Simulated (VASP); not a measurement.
BeTe6:

```
CELL_PARAMETERS angstrom
4.10000 0.00000 0.00000
0.00000 4.10000 0.00000
0.00000 0.00000 12.15000
ATOMIC_POSITIONS crystal
Be 0.00000 0.00000 0.00000
Te 0.50000 0.00000 0.88400
Te 0.00000 0.50000 0.11600
Te 0.00000 0.00000 0.36500
Te 0.50000 0.50000 0.36500
Te 0.00000 0.00000 0.63500
Te 0.50000 0.50000 0.63500
```

```yaml
Program: VASP 6.6.1
Task: relaxation of cell and atoms
Functional: PBE
Potentials_or_basis: VASP PAW PBE potentials, release 64 (Be, Te)
Cutoff: 600 eV
k_mesh: 4 × 4 × 2
Occupations: gaussian, width 0.2 eV
Spin: no spin polarisation
```

At the start: pressure 5.9 GPa; volume 29.18 Å³/atom.

Q: Where does the relaxation end?

A: Over 14 steps the energy falls by 105.0 meV/atom and the volume is 31.55 Å³/atom (+8.1 %); space group P-4m2 (No. 115, to 0.05 Å).

Step by step:
```
step  energy change (eV)  largest force (eV/Å)  pressure (GPa)  volume (Å³)
   1              0.0000                0.5986            5.85       204.24
   2             -0.4350                0.5393           -2.01       237.26
   3             -0.4826                0.5308           -0.45       228.51
   4             -0.5409                0.3422           -0.39       227.17
   5             -0.6465                0.1660           -0.11       222.81
   6             -0.4246                1.5391            2.39       212.65
   7             -0.6858                0.1829           -0.02       221.53
   8             -0.6657                0.4446            0.87       217.27
   9             -0.6970                0.2277            0.21       220.15
  10             -0.7172                0.1732           -0.27       221.77
  11             -0.7172                0.1746           -0.26       221.74
  12             -0.7286                0.1279            0.22       219.27
  13             -0.7287                0.1235            0.28       218.97
  14             -0.7349                0.0291           -0.15       220.85
```

Final structure:
```
Be Te
1.0
     4.45323    0.00000    0.00000
     0.00000    4.45323    0.00000
     0.00000    0.00000   11.13639
Be Te
1 6
Direct
  0.00000 0.00000 0.00000
  0.50000 0.00000 0.89327
  0.00000 0.50000 0.10673
  0.00000 0.00000 0.36969
  0.50000 0.50000 0.36387
  0.00000 0.00000 0.63031
  0.50000 0.50000 0.63613
```

Caveat: the k points lie up to 0.35 Å⁻¹ apart in the final cell; the relaxation stopped at a loose force limit of 0.08 eV/Å, so its end isn't a converged minimum.
